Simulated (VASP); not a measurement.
# S (Fm-3m) in VASP: further runs, part 2 of 2

VASP 6.6.1. The steps go on from the part before.

## (4) Relaxation of cell and atoms, PBE, target pressure 2.3 GPa, at which the enthalpy is minimised

INCAR reads:

```
PREC = Accurate
ENCUT = 600
EDIFF = 1E-6
ISMEAR = -1
SIGMA = 0.08
LREAL = F
LASPH = T
NELM = 100
ALGO = Normal
ISIF = 3
LWAVE = F
LCHARG = F
GGA = PE
IBRION = 2
NSW = 60
EDIFFG = -0.005
PSTRESS = 23.0
```

KPOINTS reads:

```
regular mesh
0
Gamma
  16 16 16
```

POSCAR reads:

```
S
1.0
    0.0000000000      1.9771772317      1.9771772317
    1.9771772317      0.0000000000      1.9771772317
    1.9771772317      1.9771772317      0.0000000000
S
1
Direct
    0.0000000000      0.0000000000      0.0000000000
```

Potentials or basis: VASP PAW PBE potentials, release 64 (S).

On the command line:

```console
> cat potpaw_PBE.64/S/POTCAR > POTCAR
> mpirun -np 1 vasp_std > vasp.out
```

OUTCAR:

```text
PREC = Accurate
   ENCUT = 600
   EDIFF = 1E-6
   ISMEAR = -1
   LREAL = F
   LASPH = T
   NELM = 100
   ISIF = 3
   GGA = PE
   IBRION = 2
   NSW = 60
   EDIFFG = -0.005
   PSTRESS = 23.0

 ion  position               nearest neighbor table
   1  0.000  0.000  0.000-

  LATTYP: Found a face centered cubic cell.
 ALAT       =     3.9543544634

  Lattice vectors:

 A1 = (   0.0000000000,   1.9771772317,   1.9771772317)
 A2 = (   1.9771772317,   0.0000000000,   1.9771772317)
 A3 = (   1.9771772317,   1.9771772317,   0.0000000000)

Analysis of symmetry for initial positions (statically):
=====================================================================
 Subroutine PRICEL returns:
 Original cell was already a primitive cell.

 Routine SETGRP: Setting up the symmetry group for a
 face centered cubic supercell.

 Subroutine GETGRP returns: Found 48 space group operations
 (whereof 48 operations were pure point group operations)
 out of a pool of 48 trial point group operations.

The static configuration has the point symmetry O_h .

Analysis of symmetry for dynamics (positions and initial velocities):
=====================================================================
 Subroutine PRICEL returns:
 Original cell was already a primitive cell.

 Routine SETGRP: Setting up the symmetry group for a
 face centered cubic supercell.

 Subroutine GETGRP returns: Found 48 space group operations
 (whereof 48 operations were pure point group operations)
 out of a pool of 48 trial point group operations.

The dynamic configuration has the point symmetry O_h .

 Subroutine INISYM returns: Found 48 space group operations
 (whereof 48 operations are pure point group operations),
 and found     1 'primitive' translations

----------------------------------------------------------------------------------------

                                     Primitive cell

  volume of cell :      15.4585

  direct lattice vectors                    reciprocal lattice vectors
     0.000000000  1.977177232  1.977177232    -0.252885777  0.252885777  0.252885777
     1.977177232  0.000000000  1.977177232     0.252885777 -0.252885777  0.252885777
     1.977177232  1.977177232  0.000000000     0.252885777  0.252885777 -0.252885777

  length of vectors
     2.796150856  2.796150856  2.796150856     0.438011014  0.438011014  0.438011014

  position of ions in fractional coordinates (direct lattice)
     0.000000000  0.000000000  0.000000000

  ion indices of the primitive-cell ions
   primitive index   ion index
                 1           1

----------------------------------------------------------------------------------------

 KPOINTS: regular mesh

Automatic generation of k-mesh.
 Grid dimensions read from file:
 generate k-points for:   16   16   16

 Generating k-lattice:

  Cartesian coordinates                     Fractional coordinates (reciprocal lattice)
[... 20 lines left out ...]
  0.187500  0.000000  0.000000      8.000000
  0.250000  0.000000  0.000000      8.000000
  0.312500  0.000000  0.000000      8.000000
[... 16 lines left out ...]
 -0.125000  0.062500  0.000000     24.000000
 -0.062500  0.062500  0.000000     12.000000
 [... further k-points ...]
   k-points           NKPTS =    145   k-points in BZ     NKDIM =    145   number of bands    NBANDS=      7
   number of dos      NEDOS =    301   number of ions     NIONS =      1
   total plane-waves  NPLWV =  13824
   dimension x,y,z NGX =    24 NGY =   24 NGZ =   24
   dimension x,y,z NGXF=    48 NGYF=   48 NGZF=   48
   ions per type =               1
   NGX,Y,Z   is equivalent  to a cutoff of  14.27, 14.27, 14.27 a.u.
   NGXF,Y,Z  is equivalent  to a cutoff of  28.54, 28.54, 28.54 a.u.
 SYSTEM =  unknown system
   PREC   = accura    normal or accurate (medium, high low for compatibility)
   ISTART =      0    job   : 0-new  1-cont  2-samecut
   ICHARG =      2    charge: 1-file 2-atom 10-const
   ISPIN  =      1    spin polarized calculation?
   LNONCOLLINEAR =      F non collinear calculations
   LSORBIT =      F    spin-orbit coupling
   LASPH  =      T    aspherical Exc in radial PAW
   ENCUT  =  600.0 eV  44.10 Ry    6.64 a.u.   5.58  5.58  5.58*2*pi/ulx,y,z
   NELM   =    100;   NELMIN=  2; NELMDL= -5     # of ELM steps
   EDIFF  = 0.1E-05   stopping-criterion for ELM
   LREAL  =      F    real-space projection
   EDIFFG = -.5E-02   stopping-criterion for IOM
   NSW    =     60    number of steps for IOM
   IBRION =      2    ionic relax: 0-MD 1-quasi-New 2-CG
   NFREE  =      1    steps in history (QN), initial steepest desc. (CG)
   ISIF   =      3    stress and relaxation
   ISYM   =      2    0-nonsym 1-usesym 2-fastsym
   POTIM  = 0.5000    time-step for ionic-motion
   TEBEG  =    0.0;   TEEND  =   0.0 temperature during run
   PSTRESS=   23.0 pullay stress
   NELECT =       6.0000    total number of electrons
   NUPDOWN=      -1.0000    fix difference up-down
   EMIN   =  10.00;   EMAX   =-10.00  energy-range for DOS
   EFERMI =   0.00;   METHOD = LEGACY
   ISMEAR =    -1;   SIGMA  =   0.08  broadening in eV -4-tet -1-fermi 0-gaus
   EFERMI_NEDOS =   21; number of points for ismear=-14 and -15
   IALGO  =     38    algorithm
   IMIX   =      4    mixing-type and parameters
     AMIX     =   0.40;   BMIX     =  1.00
     AMIX_MAG =   1.60;   BMIX_MAG =  1.00
  volume/ion in A,a.u.               =      15.46       104.32
  Fermi-wavevector in a.u.,A,eV,Ry     =   1.194180  2.256672 19.402791  1.426065
  Thomas-Fermi vector in A             =   2.330176
   LORBIT       =      0    0 simple, 1 ext, 2 COOP (PROOUT), +10 PAW based schemes
   GGA     = PE    functional components
   LHFCALC =     F    Hartree Fock is set to
   AEXX    =    0.0000 exact exchange contribution
   IVDW    =     0    specifies the selected vdW correction
   LEPSILON=     F    determine dielectric tensor
   LRPA    =     F    only Hartree local field effects (RPA)
 conjugate gradient relaxation of ions
 non-spin polarized calculation
  energy-cutoff  :      600.00
  volume of cell :       15.46
 maximum number of plane-waves:       534
   NGX = 11   NGY = 11   NGZ = 11

--------------------------------------- Ionic step        1  -------------------------------------------

 number of electron       5.9999999 magnetization

 Free energy of the ion-electron system (eV)
  ---------------------------------------------------
  ext. energy  EPLUGINS =         0.00000000
  ---------------------------------------------------
  free energy    TOTEN  =        -2.83925671 eV

  energy without entropy =       -2.82511761  energy(sigma->0) =       -2.83218716

------------------------ aborting loop because EDIFF is reached ----------------------------------------

  FORCE on cell =-STRESS in cart. coord.  units (eV):
  Direction    XX          YY          ZZ          XY          YZ          ZX
  --------------------------------------------------------------------------------------
  -------------------------------------------------------------------------------------
  Total        0.2046952      0.2046952      0.2046952     -0.0000000      0.0000000      0.0000000
  in kB       21.2154073     21.2154073     21.2154073     -0.0000000      0.0000000      0.0000000
  external PRESSURE =      -1.7845927 kB  Pullay stress =      23.0000000 kB
[... 61 lines left out ...]
--------------------------------------- Ionic step        3  -------------------------------------------

 number of electron       5.9999999 magnetization

 Free energy of the ion-electron system (eV)
  ---------------------------------------------------
  ext. energy  EPLUGINS =         0.00000000
  ---------------------------------------------------
  free energy    TOTEN  =        -2.83885172 eV

  energy without entropy =       -2.82474762  energy(sigma->0) =       -2.83179967

 E-fermi :   7.8390     XC(G=0): -11.3010

 val. band max:        7.8385431949   @ k =  -0.4375   0.3125   0.0000
 cond. band min:       7.8530599568   @ k =  -0.3750   0.3125   0.0625
 fundamental gap:      0.0145167619
 Fermi energy:         7.8389517612

 k-point     1 :       0.0000    0.0000    0.0000
  band No.  band energies     occupation
      1      -9.1513      2.00000
      2      11.1576      0.00000
      3      11.1576      0.00000
      4      11.1576      0.00000
      5      19.9499      0.00000
      6      19.9499      0.00000
      7      19.9499      0.00000
[... 221 lines left out ...]
 k-point    24 :      -0.0625    0.0625    0.0000
  band No.  band energies     occupation
      1      -8.8985      2.00000
      2      10.0084      0.00000
      3      10.5893      0.00000
      4      11.1329      0.00000
      5      19.5156      0.00000
      6      20.2141      0.00000
      7      20.5441      0.00000

 [... further k-points ...]

------------------------ aborting loop because EDIFF is reached ----------------------------------------

  FORCE on cell =-STRESS in cart. coord.  units (eV):
  Direction    XX          YY          ZZ          XY          YZ          ZX
  --------------------------------------------------------------------------------------
  -------------------------------------------------------------------------------------
  Total        0.2221245      0.2221245      0.2221245     -0.0000000     -0.0000000      0.0000000
  in kB       23.0654923     23.0654923     23.0654923     -0.0000000     -0.0000000      0.0000000
  external PRESSURE =       0.0654923 kB  Pullay stress =      23.0000000 kB
[... 20 lines left out ...]
  energy  without entropy=       -2.8247476194  energy(sigma->0) =       -2.83179967

  enthalpy is  TOTEN    =        -2.6173579378 eV   P V=        0.2214937773

 reached required accuracy - stopping structural energy minimisation
```

Run time: 18 s. Hardware: 1 thread of Intel Xeon 8259CL, shared host; peak memory 0.14 GiB.

What came out:

```yaml
Free_energy: -2.8389 eV
Relaxed_volume: 15.43 Å³/atom
Relaxed_cell: a = 2.794 Å, b = 2.794 Å, c = 2.794 Å, α = 60.00°, β = 60.00°, γ = 60.00°
Space_group_after_relaxing_to_0.1_Å: Fm-3m (No. 225)
Energy_change_on_relaxing_the_run_minimises_the_enthalpy: +0.4 meV/atom
Ionic_steps: 3
Pressure_after_relaxing: 2.3 GPa
Band_gap_on_the_k_mesh: zero (bands 3 and 4 overlap by 5.97 eV)
```

Step by step:
```csv
step,energy change (eV),largest force (eV/Å),pressure (GPa),volume (Å³)
1,0.0000,0.0000,2.12,15.46
2,0.0005,0.0000,2.36,15.42
3,0.0004,0.0000,2.31,15.43
```

Final structure:
```xyz
1
Lattice="0.0000 1.9759 1.9759 1.9759 0.0000 1.9759 1.9759 1.9759 0.0000" Properties=species:S:1:pos:R:3 pbc="T T T"
S     0.0000    0.0000    0.0000
```

Caveat: the cell is relaxed towards a set pressure, so the run minimises the enthalpy, not the energy.

## (5) Relaxation of cell and atoms, PBE, target pressure 2.3 GPa, at which the enthalpy is minimised

INCAR reads:

```
ALGO = Normal
EDIFF = 1E-6
EDIFFG = -0.005
ENCUT = 600
GGA = PE
IBRION = 2
ISIF = 3
ISMEAR = -1
LASPH = T
LCHARG = F
LREAL = F
LWAVE = F
NELM = 100
NSW = 32
PREC = Accurate
PSTRESS = 23.0
SIGMA = 0.08
```

KPOINTS reads:

```
k-points
0
Gamma
  16 16 16
```

POSCAR reads:

```
S
1.0
    0.0000000000      1.9769062623      1.9769062623
    1.9769062623      0.0000000000      1.9769062623
    1.9769062623      1.9769062623      0.0000000000
S
1
Direct
    0.0000000000      0.0000000000      0.0000000000
```

On the command line:

```console
> cat potpaw_PBE.64/S/POTCAR > POTCAR
> mpirun -np 1 vasp_std > vasp.out
```

Run time: 14 s. Hardware: 1 thread of Intel Xeon 8259CL, shared host; peak memory 0.14 GiB.

Results (log left out):

- Free energy: -2.8387 eV
- Relaxed volume: 15.42 Å³/atom
- Relaxed cell: a = 2.794 Å, b = 2.794 Å, c = 2.794 Å, α = 60.00°, β = 60.00°, γ = 60.00°
- Space group after relaxing (to 0.1 Å): Fm-3m (No. 225)
- Energy change on relaxing (the run minimises the enthalpy): +0.4 meV/atom
- Ionic steps: 2
- Pressure after relaxing: 2.3 GPa
- Band gap on the k mesh: zero (bands 3 and 4 overlap by 5.98 eV)

Step by step:
| step | energy change (eV) | largest force (eV/Å) | pressure (GPa) | volume (Å³) |
| --- | --- | --- | --- | --- |
| 1 | 0.0000 | 0.0000 | 2.16 | 15.45 |
| 2 | 0.0004 | 0.0000 | 2.35 | 15.42 |

Final structure:
```cif
data_structure
_symmetry_space_group_name_H-M 'P 1'
_symmetry_Int_Tables_number 1
_cell_length_a 2.7939
_cell_length_b 2.7939
_cell_length_c 2.7939
_cell_angle_alpha 60.000
_cell_angle_beta 60.000
_cell_angle_gamma 60.000
_cell_volume 15.42
loop_
_atom_site_label
_atom_site_type_symbol
_atom_site_fract_x
_atom_site_fract_y
_atom_site_fract_z
_atom_site_occupancy
S1 S 0.00000 0.00000 0.00000 1
```

Levels at points of the mesh, in eV from the Fermi level:
```tsv
k point	band 1	band 2	band 3	band 4	band 5	band 6	band 7
(0.00, 0.00, 0.00)	-17.00	3.32	3.32	3.32	12.11	12.11	12.11
(0.50, 0.00, 0.00)	-12.73	-7.65	1.97	1.97	9.53	11.32	11.32
(0.50, 0.50, 0.00)	-11.00	-6.63	-0.86	-0.86	5.31	5.77	22.09
```

Caveat: the cell is relaxed towards a set pressure, so the run minimises the enthalpy, not the energy.
